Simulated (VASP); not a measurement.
# In3O2 (P-6m2) in VASP: a series of runs, part 2 of 3

VASP 6.6.1. Earlier steps stand in the parts before.

### 3 Relaxation of cell and atoms, PBE

This run uses another cell than the first one, of 17.83 Å³/atom.

INCAR

```
PREC     = Accurate       # precision mode
ENCUT    = 600            # plane-wave cutoff, eV
EDIFF    = 1E-6           # SCF threshold, eV
ISMEAR   = 0              # smearing method
SIGMA    = 0.1            # smearing width, eV
LREAL    = F              # projectors in reciprocal space
LASPH    = T              # aspherical terms in the spheres
NELM     = 100            # most SCF steps
ALGO     = Normal         # electronic algorithm
ISIF     = 3              # what is computed and relaxed
LWAVE    = F              # write WAVECAR
LCHARG   = F              # write CHGCAR
GGA      = PE             # functional
IBRION   = 2              # ionic algorithm
NSW      = 90             # ionic steps
EDIFFG   = -0.04          # ionic threshold
```

KPOINTS

```
regular mesh
0
Gamma
  6 6 4
```

POSCAR

```
In3O2
1.0
    4.3763313500      0.0000000000      0.0000000000
   -2.1881656800      3.7900141300      0.0000000000
    0.0000000000      0.0000000000      5.3739763200
In O
3 2
Direct
    0.0000000000      0.0000000000      0.7454000100
    0.0000000000      0.0000000000      0.2545999900
    0.6666666700      0.3333333300      0.0000000000
    0.6666666700      0.3333333300      0.5000000000
    0.3333333300      0.6666666700      0.0000000000
```

Potentials or basis: VASP PAW PBE potentials, release 64 (In_d, O).

Command:

```bash
$ cat potpaw_PBE.64/In_d/POTCAR potpaw_PBE.64/O/POTCAR > POTCAR
$ mpirun -np 1 vasp_std > vasp.out
```

OUTCAR:

```text
PREC = Accurate
   ENCUT = 600
   EDIFF = 1E-6
   ISMEAR = 0
   LREAL = F
   LASPH = T
   NELM = 100
   ISIF = 3
   GGA = PE
   IBRION = 2
   NSW = 90
   EDIFFG = -0.04

 ion  position               nearest neighbor table
   1  0.000  0.000  0.745-   2 2.64   2 2.74   4 2.85   4 2.85   4 2.85   5 2.87   3 2.87   3 2.87
                             5 2.87   5 2.87   3 2.87
   2  0.000  0.000  0.255-   1 2.64   1 2.74   4 2.85   4 2.85   4 2.85   3 2.87   5 2.87   3 2.87
                             5 2.87   5 2.87   3 2.87
   3  0.667  0.333  0.000-   5 2.53   5 2.53   5 2.53   4 2.69   4 2.69   1 2.87   2 2.87   1 2.87
                             2 2.87   1 2.87   2 2.87
   4  0.667  0.333  0.500-   3 2.69   3 2.69   1 2.85   2 2.85   1 2.85   2 2.85   1 2.85   2 2.85

   5  0.333  0.667  0.000-   3 2.53   3 2.53   3 2.53   1 2.87   2 2.87   2 2.87   1 2.87   2 2.87
                             1 2.87

  LATTYP: Found a hexagonal cell.
 ALAT       =     4.3763313500
 C/A-ratio  =     1.2279637647

  Lattice vectors:

 A1 = (   4.3763313500,   0.0000000000,   0.0000000000)
 A2 = (  -2.1881656800,   3.7900141300,   0.0000000000)
 A3 = (   0.0000000000,   0.0000000000,   5.3739763200)

Analysis of symmetry for initial positions (statically):
=====================================================================
 Subroutine PRICEL returns:
 Original cell was already a primitive cell.

 Routine SETGRP: Setting up the symmetry group for a
 hexagonal supercell.

 Subroutine GETGRP returns: Found 12 space group operations
 (whereof 12 operations were pure point group operations)
 out of a pool of 24 trial point group operations.

The static configuration has the point symmetry D_3h.

Analysis of symmetry for dynamics (positions and initial velocities):
=====================================================================
 Subroutine PRICEL returns:
 Original cell was already a primitive cell.

 Routine SETGRP: Setting up the symmetry group for a
 hexagonal supercell.

 Subroutine GETGRP returns: Found 12 space group operations
 (whereof 12 operations were pure point group operations)
[... 142 lines left out ...]
   NGX = 17   NGY = 17   NGZ = 21

--------------------------------------- Ionic step        1  -------------------------------------------

 number of electron      50.9999993 magnetization

 Free energy of the ion-electron system (eV)
  ---------------------------------------------------
  ext. energy  EPLUGINS =         0.00000000
  ---------------------------------------------------
  free energy    TOTEN  =       -17.77875955 eV

  energy without entropy =      -17.76178604  energy(sigma->0) =      -17.77027279

------------------------ aborting loop because EDIFF is reached ----------------------------------------

  FORCE on cell =-STRESS in cart. coord.  units (eV):
  Direction    XX          YY          ZZ          XY          YZ          ZX
  --------------------------------------------------------------------------------------
  -------------------------------------------------------------------------------------
  Total        2.6823129      2.6823129      5.8210418     -0.0000000      0.0000000      0.0000000
  in kB       48.2140090     48.2140091    104.6320002     -0.0000001      0.0000000      0.0000000
  external PRESSURE =      67.0200061 kB  Pullay stress =       0.0000000 kB
[... 98 lines left out ...]
  FREE ENERGIE OF THE ION-ELECTRON SYSTEM (eV)
  ---------------------------------------------------
  free  energy   TOTEN  =       -18.1093737184 eV

  energy  without entropy=      -18.0921566887  energy(sigma->0) =      -18.10076520

 E-fermi :   5.5255     XC(G=0):  -9.9863

 val. band max:        5.5163442522   @ k =   0.1667   0.1667   0.0000
 cond. band min:       5.5643289444   @ k =   0.1667   0.1667   0.5000
 fundamental gap:      0.0479846922
 Fermi energy:         5.5255487443

 k-point     1 :       0.0000    0.0000    0.0000
  band No.  band energies     occupation
      1     -11.5313      2.00000
      2     -10.6627      2.00000
      3      -9.4202      2.00000
      4      -9.3007      2.00000
      5      -9.3007      2.00000
      6      -9.2183      2.00000
[... 682 lines left out ...]
     29       9.4984      0.00000
     30      10.0411      0.00000

[... ionic steps 4 to 16 ...]

--------------------------------------- Ionic step       17  -------------------------------------------

 number of electron      50.9999979 magnetization

------------------------ aborting loop because EDIFF is reached ----------------------------------------
[... 73 lines left out ...]
--------------------------------------- Ionic step       19  -------------------------------------------

 number of electron      50.9999981 magnetization

 Free energy of the ion-electron system (eV)
  ---------------------------------------------------
  ext. energy  EPLUGINS =         0.00000000
  ---------------------------------------------------
  free energy    TOTEN  =       -19.93437604 eV

  energy without entropy =      -19.91732579  energy(sigma->0) =      -19.92585092

 E-fermi :   7.1589     XC(G=0): -10.3386

 val. band max:        7.1572046254   @ k =   0.5000  -0.0000   0.5000
 cond. band min:       7.2073040844   @ k =   0.3333   0.1667   0.2500
 fundamental gap:      0.0500994590
 Fermi energy:         7.1589138624

 k-point     1 :       0.0000    0.0000    0.0000
  band No.  band energies     occupation
      1     -12.4891      2.00000
      2     -10.9559      2.00000
      3      -8.1448      2.00000
      4      -8.1448      2.00000
      5      -7.9475      2.00000
      6      -7.9475      2.00000
[... 714 lines left out ...]
  FREE ENERGIE OF THE ION-ELECTRON SYSTEM (eV)
  ---------------------------------------------------
  free  energy   TOTEN  =       -19.9343760420 eV

  energy  without entropy=      -19.9173257941  energy(sigma->0) =      -19.92585092

 reached required accuracy - stopping structural energy minimisation
```

Wall time 9.4 min (1 thread of Intel Xeon 6975P-C (Granite Rapids), shared host); peak memory 0.27 GiB.

Results:

- Free energy: -19.9344 eV
- Relaxed volume: 18.69 Å³/atom
- Relaxed cell: a = 3.709 Å, b = 3.709 Å, c = 7.844 Å, α = 90.00°, β = 90.00°, γ = 120.00°
- Space group after relaxing (to 0.1 Å): P-6m2 (No. 187)
- Energy gained by relaxing: 431.1 meV/atom
- Ionic steps: 19
- Pressure after relaxing: 0.0 GPa
- Largest force after relaxing: 0.036 eV/Å
- Band gap on the k mesh: zero (an odd number of electrons rules out a gap without spin polarisation)

Forces in eV/Å, atoms in the order of the input:
```
In   0.000  0.000 -0.036
In   0.000  0.000  0.036
In   0.000  0.000  0.000
O    0.000  0.000  0.000
O    0.000  0.000  0.000
```

The path:
```tsv
step	energy change (eV)	largest force (eV/Å)	pressure (GPa)	volume (Å³)
1	0.0000	1.7804	6.70	89.13
2	-0.3298	0.2232	-1.38	99.08
3	-0.3306	0.1597	-1.12	98.61
4	-0.5095	0.3215	-1.57	99.05
5	-1.0250	1.1995	-1.97	99.20
6	-1.6456	2.0151	-2.00	94.94
7	-1.6155	1.7215	-2.18	96.89
8	-1.6528	1.8318	-2.20	96.19
9	-1.7807	1.7499	-2.16	95.20
10	-1.8573	1.5662	-1.95	94.04
11	-2.0038	1.1780	-0.31	92.52
12	-2.1046	0.1961	3.66	89.51
13	-2.1077	0.3793	2.94	89.97
14	-2.1468	0.1574	1.09	92.13
15	-2.1533	0.0156	0.04	93.49
16	-2.1533	0.0242	0.10	93.42
17	-2.1546	0.0456	-0.02	93.50
18	-2.1552	0.0729	-0.15	93.60
19	-2.1556	0.0361	0.00	93.43
```

Final structure:
```
In O
1.0
     3.70850    0.00000    0.00000
    -1.85425    3.21166    0.00000
     0.00000    0.00000    7.84408
In O
3 2
Cartesian
  0.0000 0.0000 5.3478
  0.0000 0.0000 2.4963
  1.8543 1.0706 7.8441
  1.8543 1.0706 3.9220
  0.0000 2.1411 7.8441
```

Levels at points of the mesh, in eV from the Fermi level:
| k point | band 22 | band 23 | band 24 | band 25 | band 26 | band 27 | band 28 | band 29 | band 30 |
| --- | --- | --- | --- | --- | --- | --- | --- | --- | --- |
| (0.00, 0.00, 0.00) | -4.00 | -3.06 | -3.06 | -3.03 | -0.91 | 3.07 | 4.27 | 5.19 | 5.19 |
| (0.50, 0.00, 0.00) | -4.07 | -3.52 | -2.24 | -1.58 | -1.34 | 0.56 | 1.65 | 2.45 | 4.96 |
| (0.00, 0.00, 0.50) | -3.65 | -3.51 | -3.06 | -3.06 | 0.28 | 0.45 | 5.57 | 5.57 | 5.98 |
| (0.50, 0.00, 0.50) | -4.02 | -3.54 | -2.81 | -2.42 | 0.00 | 0.41 | 1.73 | 2.69 | 4.07 |

Caveat: a cell axis changed by over 15 % at a fixed basis, so the end point is rough; spin-orbit coupling is left out, which moves the levels of the heavy elements; an odd number of electrons without spin polarisation forces a metal; a magnetic or distorted state may lie lower.

### 4 Single point, PBE, collinear spin, ferromagnetic start

This run uses another cell than the first one, of 22.35 Å³/atom.

INCAR

```
PREC     = Accurate       # precision mode
ENCUT    = 520            # plane-wave cutoff, eV
EDIFF    = 1E-7           # SCF threshold, eV
ISMEAR   = 0              # smearing method
SIGMA    = 0.1            # smearing width, eV
LREAL    = False          # projectors in reciprocal space
LASPH    = True           # aspherical terms in the spheres
NELM     = 150            # most SCF steps
ALGO     = Normal         # electronic algorithm
ISIF     = 2              # what is computed and relaxed
LWAVE    = False          # write WAVECAR
LCHARG   = True           # write CHGCAR
ISPIN    = 2              # spin polarisation
MAGMOM   = 0 0 0 1 1      # initial moments
LORBIT   = 11             # projections on sites
GGA      = PE             # functional
LELF     = True           # ELF
LVHAR    = True         
NBANDS   = 38             # bands
```

KPOINTS

```
regular mesh
0
Gamma
  6 6 2
```

POSCAR

```
In3O2
1.0
    3.5881354844      0.0000000000      0.0000000000
   -1.7940677422      3.1074164817      0.0000000000
    0.0000000000      0.0000000000     10.0243032599
In O
3 2
Direct
    0.0000000000      0.0000000000      0.6525307544
    0.0000000000      0.0000000000      0.3474692456
    0.6666666667      0.3333333333      0.0000000000
    0.6666666667      0.3333333333      0.5000000000
    0.3333333333      0.6666666667      0.0000000000
```

Command:

```bash
$ cat potpaw_PBE.64/In_d/POTCAR potpaw_PBE.64/O/POTCAR > POTCAR
$ mpirun -np 1 vasp_std > vasp.out
```

It took 99 s on 1 thread of Intel Xeon 6975P-C (Granite Rapids), shared host; peak memory 0.32 GiB.

It converged, with:

```
Free energy                                           : -20.7979 eV
Pressure                                              : 0.1 GPa
Net moment                                            : 0.00 μB per cell
Valence electrons inside the program's atomic spheres : In 11.23, 11.37 (each value once); O 4.85, 4.99
```

Forces on the atoms (eV/Å):
```
In   0.000  0.000 -0.003
In   0.000  0.000  0.003
In   0.000  0.000  0.000
O    0.000  0.000  0.000
O    0.000  0.000  0.000
```

Levels at points of the mesh, in eV from the Fermi level:
Spin up:
```
           k point  band 23  band 24  band 25  band 26  band 27  band 28  band 29  band 30
(0.00, 0.00, 0.00)    -3.24    -2.81    -2.81    -1.89     0.66     2.40     6.97     6.97
(0.50, 0.00, 0.00)    -3.28    -2.48    -1.71    -0.57     0.39     1.26     2.46     3.28
(0.00, 0.00, 0.50)    -3.61    -2.81    -2.81    -1.30    -0.26     4.18     4.76     7.16
(0.50, 0.00, 0.50)    -3.28    -2.55    -1.90    -0.14     0.26     1.74     1.76     3.18
```
Spin down:
| k point | band 24 | band 25 | band 26 | band 27 | band 28 | band 29 |
| --- | --- | --- | --- | --- | --- | --- |
| (0.00, 0.00, 0.00) | -2.81 | -2.81 | -1.89 | 0.66 | 2.40 | 6.97 |
| (0.50, 0.00, 0.00) | -2.48 | -1.71 | -0.57 | 0.39 | 1.26 | 2.46 |
| (0.00, 0.00, 0.50) | -2.81 | -2.81 | -1.30 | -0.26 | 4.18 | 4.76 |
| (0.50, 0.00, 0.50) | -2.55 | -1.90 | -0.14 | 0.26 | 1.74 | 1.76 |

Caveat: spin-orbit coupling is left out, which moves the levels of the heavy elements.

(Part 2 of 3 ends here.)
